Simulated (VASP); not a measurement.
Write the native input for VASP 6.6.1 that does the following.

| Property | Result |
| --- | --- |
| Task | single point |
| Functional | PBEsol |
| Potentials or basis | VASP PAW PBE potentials, release 64 (Nb_sv, S, Sb) |
| Cutoff | 520 eV |
| k mesh | 6 × 6 × 6 |
| Occupations | fermi-dirac, width 0.1 eV |
| Spin | no spin polarisation |
| Dipole correction | no |
| Further INCAR settings | ALGO = Normal; EDIFF = 1e-06; NBANDS = 30 |

The structure of Nb2SbS2 lies in POSCAR:

```
Nb2SbS2
1.0
    1.7870780323      3.0953099490     -0.0000000568
   -1.7870780323      3.0953099490     -0.0000000568
    0.0000000000     -2.0635397960      9.2665409379
Nb S Sb
2 2 1
Direct
    0.4075471230      0.4075471230      0.2226413689
    0.5924528770      0.5924528770      0.7773586311
    0.2135938326      0.2135938326      0.6407814978
    0.7864061674      0.7864061674      0.3592185022
    0.0000000000      0.0000000000      0.0000000000
```

The input as run:

INCAR

```
PREC = Accurate
ENCUT = 520
EDIFF = 1E-6
ISMEAR = -1
SIGMA = 0.1
LREAL = False
LASPH = True
NELM = 80
ALGO = Normal
ISIF = 2
LWAVE = False
LCHARG = False
GGA = PS
NBANDS = 30
```

KPOINTS

```
regular mesh
0
Gamma
  6 6 6
```

Potentials or basis: VASP PAW PBE potentials, release 64 (Nb_sv, S, Sb).

Launch:

```console
$ cat potpaw_PBE.64/Nb_sv/POTCAR potpaw_PBE.64/S/POTCAR potpaw_PBE.64/Sb/POTCAR > POTCAR
$ mpirun -np 1 vasp_std > vasp.out
```

Results of the run:

```
Pressure               : -3.3 GPa
Largest force          : 0.007 eV/Å
Band gap on the k mesh : zero (an odd number of electrons rules out a gap without spin polarisation)
```

Caveat: the cell stands under tension; the PAW data sets were made with another functional, which shifts forces and pressure a little; spin-orbit coupling is left out, which moves the levels of the heavy elements.

Wall time 3.3 min on 1 thread of AMD EPYC 7R13 (shared host), peak memory 0.25 GiB.
